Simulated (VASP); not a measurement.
The system is Pt.

```
Pt
1.0
     2.76067    0.00000    0.00000
    -1.38033    2.39081    0.00000
     0.00000    0.00000    4.79213
Pt
2
Direct
  0.66667 0.33333 0.75000
  0.33333 0.66667 0.25000
```

Base run:

* Program: VASP 6.6.1
* Functional: r2SCAN
* Potentials or basis: VASP PAW PBE potentials, release 64 (Pt)
* Cutoff: 520 eV
* k mesh: 10 × 10 × 5
* Occupations: fermi-dirac, width 0.1 eV
* Spin: no spin polarisation

Its results: band gap on the k mesh zero (band 10 reaches 10.61 eV, above the bottom of band 11 at 9.38 eV); pressure -5.6 GPa.

Question: The run is repeated on the same cell with these changes: potentials or basis from VASP PAW PBE potentials, release 64 (Pt) to VASP PAW PBE potentials, release 64 (Pt_sv_GW); cutoff from 520 eV to 550 eV; further incar settings from ALGO = Normal; EDIFF = 1e-07; NBANDS = 17 to ALGO = Normal; EDIFF = 1e-06; NBANDS = 25; valence electrons from 20 to 36. What comes out?

Answer: Band gap on the k mesh zero (band 18 reaches 10.12 eV, above the bottom of band 19 at 8.88 eV); pressure -8.2 GPa.

Caveats: the PAW data sets were made with another functional, which shifts forces and pressure a little; spin-orbit coupling is left out, which moves the levels of the heavy elements.
